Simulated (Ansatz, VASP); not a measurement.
# TePb in VASP and in Ansatz

Contents of INCAR:

```
ALGO     = Normal         # electronic algorithm
EDIFF    = 1E-6           # SCF threshold, eV
ENCUT    = 520            # plane-wave cutoff, eV
GGA      = PE             # functional
ISIF     = 2              # what is computed and relaxed
ISMEAR   = 0              # smearing method
LASPH    = T              # aspherical terms in the spheres
LCHARG   = T              # write CHGCAR
LELF     = T              # ELF
LREAL    = F              # projectors in reciprocal space
LVHAR    = T            
LWAVE    = F              # write WAVECAR
NBANDS   = 17             # bands
NELM     = 80             # most SCF steps
PREC     = Accurate       # precision mode
SIGMA    = 0.05           # smearing width, eV
```

KPOINTS

```
k-points
0
Gamma
  10 10 10
```

Contents of POSCAR:

```
TePb
1.0
    3.7169304726      0.0000000000      0.0000000000
    0.0000000000      3.7169304726      0.0000000000
    0.0000000000      0.0000000000      3.7169304726
Te Pb
1 1
Direct
    0.5000000000      0.5000000000      0.5000000000
    0.0000000000      0.0000000000      0.0000000000
```

Input for Ansatz:

```yaml
crystal:
  lattice:
    - [3.7169304726, 0.0, 0.0]
    - [0.0, 3.7169304726, 0.0]
    - [0.0, 0.0, 3.7169304726]
  atoms:
    - { symbol: Te, position: [0.5, 0.5, 0.5] }
    - { symbol: Pb, position: [0.0, 0.0, 0.0] }
basis:
  ecutwfc: 420
  ecutrho_ratio: 4
kpoints:
  mp_grid: { grid: [10, 10, 10] }
hamiltonian:
  xc: pbe
scf:
  occupations: { method: gaussian, width: 0.05 }
output:
  forces: true
  stress: true
  eigenvalues: true
```

Alike in both runs: task single point; functional PBE; k mesh 10 × 10 × 10; occupations gaussian, width 0.05 eV; no spin polarisation.

```csv
,VASP,Ansatz
version,VASP 6.6.1,Ansatz 0.2.0
potentials or method,"VASP PAW PBE potentials, release 64 (Te, Pb_d), cutoff 520 eV","scalar-relativistic, plane waves, PAW"
valence electrons in the cell,20,30
```

Ansatz gave:

| Item | Value |
| --- | --- |
| gap on the k mesh at the Fermi level (eV) | none |
| pressure (GPa) | 14.1 |

What did VASP give for the same quantities?

gap on the k mesh at the Fermi level (eV): none; pressure (GPa): 14.0.

A gap of «none» marks a metal or a gap that the smearing closes. VASP's potentials hold 20 valence electrons a cell and Ansatz's 30, so a difference there can come from the potentials and not from the codes.

Neither program's run includes spin-orbit coupling.
